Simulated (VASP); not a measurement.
# Hf2Pd2Se2Br2O3: single point with PBE

The system is Hf2Pd2Se2Br2O3.

```xyz
11
Lattice="5.6066 -0.0935 -0.0141 1.6139 5.3351 0.0025 1.3692 1.9153 8.3154" Properties=species:S:1:pos:R:3 pbc="T T T"
Hf    2.3702    3.5155    0.1525
Hf    6.1716    3.6340    8.0917
Pd    1.4923    3.5800    4.1398
Pd    0.6864    0.9447    4.1664
Se    1.0432    2.2441    2.1226
Se    7.6076    4.8706    6.1709
Br    4.2789    3.5706    4.1612
Br    3.5161    0.8655    4.1424
O     4.3267    3.6571    7.7020
O     4.2319    3.5513    0.6220
O    -0.0111    0.0323   -0.0082
```

This cell differs from its parent crystal: atoms moved at random.

```
Program             : VASP 6.6.1
Task                : single point
Functional          : PBE
Potentials or basis : VASP PAW PBE potentials, release 64 (Hf_pv, Pd, Se, Br, O)
Cutoff              : 520 eV
k mesh              : 5 × 5 × 4
Occupations         : fermi-dirac, width 0.05 eV
Spin                : no spin polarisation
```

```
Pressure               : 0.0 GPa
Largest force          : 1.244 eV/Å
Band gap on the k mesh : zero (bands 42 and 43 overlap by 1.14 eV)
```

Forces on the atoms (eV/Å):
```
Hf   0.375  0.107  0.688
Hf   0.398  1.145  0.277
Pd   0.064  0.302  0.213
Pd  -0.021 -0.105 -0.127
Se   0.008  0.215 -0.567
Se  -0.308 -0.298  0.387
Br   0.039 -0.157 -0.088
Br   0.034  0.112  0.007
O   -0.449 -0.624 -0.537
O   -0.233 -0.216 -0.232
O    0.092 -0.482 -0.021
```

Stress tensor (GPa, compression positive):
```
 0.18 -0.46  0.28
-0.46 -0.19  0.09
 0.28  0.09  0.01
```

Levels at points of the mesh, in eV from the Fermi level:
```
           k point  band 39  band 40  band 41  band 42  band 43  band 44  band 45  band 46
(0.00, 0.00, 0.00)    -1.16    -0.97    -0.44    -0.35     0.46     1.18     2.02     2.16
(0.00, 0.00, 0.50)    -1.15    -0.96    -0.61    -0.44     0.54     1.19     2.02     3.13
```

Wall time 15 min on 1 thread of Intel(R) Xeon(R) Platinum 8488C (Sapphire Rapids) (shared host), peak memory 0.78 GiB.

Caveat: the cell differs from its parent crystal (atoms moved at random); spin-orbit coupling is left out, which moves the levels of the heavy elements; forces of over 1 eV/Å act on the atoms, so gaps and moduli don't describe the material at rest.
